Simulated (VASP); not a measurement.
# Au (Im-3m) in VASP: single point with PBE0

Aim: the single point of Au with PBE0.

All numbers are computed with VASP 6.6.1; they aren't measurements. Logs are shortened: lines on timing, memory, paths and dates and some standing lists are left out, and cuts for length are marked.

## 1. The cell of the first run

Symmetry: Im-3m, No. 229, cubic system. The conventional cell has a = 3.280 Å, b = 3.280 Å, c = 3.280 Å, α = 90.00°, β = 90.00°, γ = 90.00°. Au (site symmetry m-3m) has 14 Au at 2.84 to 3.28 Å within 3.7 Å.

This isn't the form of Au at room conditions, which is fcc.

## 2. Single point, PBE0

POSCAR reads:

```
Au
1.0
   -1.6402224566      1.6402224566      1.6402224566
    1.6402224566     -1.6402224566      1.6402224566
    1.6402224566      1.6402224566     -1.6402224566
Au
1
Direct
    0.0000000000      0.0000000000      0.0000000000
```

INCAR.step1 reads:

```
SYSTEM = Au
ALGO = Normal ; EDIFF = 1E-5
ENCUT = 400 ; GGA = PE
GGA_COMPAT = .FALSE. ; ISIF = 2
ISMEAR = -1 ; LASPH = .TRUE.
LCHARG = .FALSE. ; LREAL = .FALSE.
LWAVE = .TRUE. ; NBANDS = 12
NELM = 120 ; PREC = Accurate
SIGMA = 0.05
```

INCAR.step2 reads:

```
SYSTEM = Au
AEXX = 0.25 ; ALGO = Normal
EDIFF = 1E-6 ; ENCUT = 400
GGA = PE ; GGA_COMPAT = .FALSE.
ISIF = 2 ; ISMEAR = -1
ISTART = 1 ; LASPH = .TRUE.
LCHARG = .FALSE. ; LHFCALC = .TRUE.
LREAL = .FALSE. ; LWAVE = .FALSE.
NBANDS = 12 ; NELM = 120
PREC = Accurate ; PRECFOCK = Normal
SIGMA = 0.05
```

KPOINTS reads:

```
k-points
0
G
  6 6 6
  0 0 0
```

Potentials or basis: VASP PAW PBE potentials, release 64 (Au).

Run with:

```
$ cat potpaw_PBE.64/Au/POTCAR > POTCAR
$ cp INCAR.step1 INCAR
$ mpirun -np 1 vasp_std > vasp.out
$ cp INCAR.step2 INCAR
$ mpirun -np 1 vasp_std > vasp.out
```

OUTCAR:

```text
SYSTEM = Au
   AEXX = 0.25
   EDIFF = 1E-6
   ENCUT = 400
   GGA = PE
   ISIF = 2
   ISMEAR = -1
   ISTART = 1
   LASPH = .TRUE.
   LHFCALC = .TRUE.
   LREAL = .FALSE.
   NELM = 120
   PREC = Accurate
   PRECFOCK = Normal

 ion  position               nearest neighbor table
   1  0.000  0.000  0.000-

  LATTYP: Found a body centered cubic cell.
 ALAT       =     3.2804449132

  Lattice vectors:

 A1 = (  -1.6402224566,   1.6402224566,   1.6402224566)
 A2 = (   1.6402224566,  -1.6402224566,   1.6402224566)
 A3 = (   1.6402224566,   1.6402224566,  -1.6402224566)

Analysis of symmetry for initial positions (statically):
=====================================================================
 Subroutine PRICEL returns:
 Original cell was already a primitive cell.

 Routine SETGRP: Setting up the symmetry group for a
 body centered cubic supercell.

 Subroutine GETGRP returns: Found 48 space group operations
 (whereof 48 operations were pure point group operations)
 out of a pool of 48 trial point group operations.

The static configuration has the point symmetry O_h .

Analysis of symmetry for dynamics (positions and initial velocities):
=====================================================================
 Subroutine PRICEL returns:
 Original cell was already a primitive cell.

 Routine SETGRP: Setting up the symmetry group for a
 body centered cubic supercell.

 Subroutine GETGRP returns: Found 48 space group operations
 (whereof 48 operations were pure point group operations)
 out of a pool of 48 trial point group operations.

The dynamic configuration has the point symmetry O_h .

 Subroutine INISYM returns: Found 48 space group operations
 (whereof 48 operations are pure point group operations),
 and found     1 'primitive' translations

----------------------------------------------------------------------------------------

                                     Primitive cell

  volume of cell :      17.6510

  direct lattice vectors                    reciprocal lattice vectors
    -1.640222457  1.640222457  1.640222457     0.000000000  0.304836699  0.304836699
     1.640222457 -1.640222457  1.640222457     0.304836699  0.000000000  0.304836699
     1.640222457  1.640222457 -1.640222457     0.304836699  0.304836699  0.000000000

  length of vectors
     2.840948631  2.840948631  2.840948631     0.431104195  0.431104195  0.431104195

[... 84 lines left out ...]
   ISMEAR =    -1;   SIGMA  =   0.05  broadening in eV -4-tet -1-fermi 0-gaus
   EFERMI_NEDOS =   21; number of points for ismear=-14 and -15
   IALGO  =     38    algorithm
   IMIX   =      1    mixing-type and parameters
     AMIX     =   0.40;   BMIX     =  1.00
     AMIX_MAG =   1.60;   BMIX_MAG =  1.00
  volume/ion in A,a.u.               =      17.65       119.11
  Fermi-wavevector in a.u.,A,eV,Ry     =   1.398351  2.642501 26.604649  1.955387
  Thomas-Fermi vector in A             =   2.521518
   LORBIT       =      0    0 simple, 1 ext, 2 COOP (PROOUT), +10 PAW based schemes
   GGA     = PE    functional components
   LHFCALC =     T    Hartree Fock is set to
   PRECFOCK=normal    Normal, Fast or Accurate (Low or Medium for compatibility)
   ENCUT4O =  -1.0   cutoff for four orbital integrals eV
   NKREDX  =     1    reduce k-point grid by
   NKREDY  =     1    reduce k-point grid by
   NKREDZ  =     1    reduce k-point grid by
   AEXX    =    0.2500 exact exchange contribution
   HFSCREEN=    0.0000 screening length (either q_TF or 0.3 A-1)
   HFSCREENC=   0.0000 screening length for correlation (either q_TF or 0.3 A-1)
   ENCUTFOCK=  -1.0 apply spherical cutoff to Coloumb kernel
   IVDW    =     0    specifies the selected vdW correction
   LEPSILON=     F    determine dielectric tensor
   LRPA    =     F    only Hartree local field effects (RPA)
 non-spin polarized calculation
  energy-cutoff  :      400.00
  volume of cell :       17.65
 maximum number of plane-waves:       329
 NGX is ok and might be reduce to    20
  NGX = 14; NGY = 14; NGZ = 14

 number of electron      10.9999997 magnetization

 Free energy of the ion-electron system (eV)
  ---------------------------------------------------
  ext. energy  EPLUGINS =         0.00000000
  ---------------------------------------------------
  free energy    TOTEN  =        -3.48491398 eV

  energy without entropy =       -3.47418537  energy(sigma->0) =       -3.47954967

 E-fermi :   9.0571     XC(G=0):  -9.8025

 val. band max:        8.6121173176   @ k =  -0.3333   0.3333   0.3333
 cond. band min:       9.1303821698   @ k =   0.3333   0.1667   0.0000
 fundamental gap:      0.5182648522
 Fermi energy:         9.0570712768

 k-point     1 :       0.0000    0.0000    0.0000
  band No.  band energies     occupation
      1      -2.2410      2.00000
      2       2.4340      2.00000
      3       2.4340      2.00000
      4       2.4340      2.00000
      5       4.2999      2.00000
      6       4.2999      2.00000
      7      26.6080      0.00000
      8      26.6080      0.00000
      9      26.6080      0.00000
     10      34.3941      0.00000
     11      34.3941      0.00000
     12      34.3941      0.00000
[... 211 lines left out ...]
 k-point    16 :       0.5000    0.5000    0.5000
  band No.  band energies     occupation
      1       0.4089      2.00000
      2       0.4089      2.00000
      3       5.6686      2.00000
      4       5.6686      2.00000
      5       5.6686      2.00000
      6      16.0149      0.00000
      7      16.0149      0.00000
      8      16.0149      0.00000
      9      19.8163      0.00000
     10      25.6563      0.00000
     11      25.6563      0.00000
     12      35.1902      0.00000

------------------------ aborting loop because EDIFF is reached ----------------------------------------

  FORCE on cell =-STRESS in cart. coord.  units (eV):
  Direction    XX          YY          ZZ          XY          YZ          ZX
  --------------------------------------------------------------------------------------
  -------------------------------------------------------------------------------------
  Total       -0.0167046     -0.0167046     -0.0167046     -0.0000000     -0.0000000      0.0000000
  in kB       -1.5162755     -1.5162755     -1.5162755     -0.0000000     -0.0000000      0.0000000
  external PRESSURE =      -1.5162755 kB  Pullay stress =       0.0000000 kB

 VOLUME and BASIS-vectors are now :
 -----------------------------------------------------------------------------
  energy-cutoff  :      400.00
  volume of cell :       17.65
      direct lattice vectors                 reciprocal lattice vectors
    -1.640222457  1.640222457  1.640222457     0.000000000  0.304836699  0.304836699
     1.640222457 -1.640222457  1.640222457     0.304836699  0.000000000  0.304836699
     1.640222457  1.640222457 -1.640222457     0.304836699  0.304836699  0.000000000

 POSITION                                       TOTAL-FORCE (eV/Angst)
 -----------------------------------------------------------------------------------
      0.00000      0.00000      0.00000        -0.000000     -0.000000      0.000000
 -----------------------------------------------------------------------------------
    total drift:                               -0.000000      0.000000     -0.000000

  FREE ENERGIE OF THE ION-ELECTRON SYSTEM (eV)
  ---------------------------------------------------
  free  energy   TOTEN  =        -3.4849139772 eV

  energy  without entropy=       -3.4741853703  energy(sigma->0) =       -3.47954967
```

OUTCAR.step1:

```text
SYSTEM = Au
   EDIFF = 1E-5
   ENCUT = 400
   GGA = PE
   ISIF = 2
   ISMEAR = -1
   LASPH = .TRUE.
[... 446 lines left out ...]
 -----------------------------------------------------------------------------------
      0.00000      0.00000      0.00000         0.000000     -0.000000      0.000000
 -----------------------------------------------------------------------------------
    total drift:                                0.000000     -0.000000      0.000000

  FREE ENERGIE OF THE ION-ELECTRON SYSTEM (eV)
  ---------------------------------------------------
  free  energy   TOTEN  =        -3.1147020687 eV

  energy  without entropy=       -3.1005945882  energy(sigma->0) =       -3.10764833
```

Run time: 7.1 min. Hardware: 1 thread of Intel Xeon Platinum 8375C at 2.90GHz (Ice Lake), shared host; peak memory 0.13 GiB.

Results:

```
Free energy            : -3.4849 eV
Pressure               : -0.2 GPa
Band gap on the k mesh : zero (an odd number of electrons rules out a gap without spin polarisation)
```

Levels at points of the mesh, in eV from the Fermi level:
| k point | band 3 | band 4 | band 5 | band 6 | band 7 | band 8 | band 9 | band 10 |
| --- | --- | --- | --- | --- | --- | --- | --- | --- |
| (0.00, 0.00, 0.00) | -6.62 | -6.62 | -4.76 | -4.76 | 17.55 | 17.55 | 17.55 | 25.34 |
| (0.50, 0.00, 0.00) | -4.85 | -4.50 | -2.94 | -1.21 | 4.00 | 13.29 | 14.87 | 22.68 |
| (0.50, 0.50, 0.50) | -3.39 | -3.39 | -3.39 | 6.96 | 6.96 | 6.96 | 10.76 | 16.60 |

Caveat: the k points lie up to 0.45 Å⁻¹ apart, too coarse for converged energies and pressures of a metal; the PAW data sets were made with another functional, which shifts forces and pressure a little; spin-orbit coupling is left out, which moves the levels of the heavy elements.
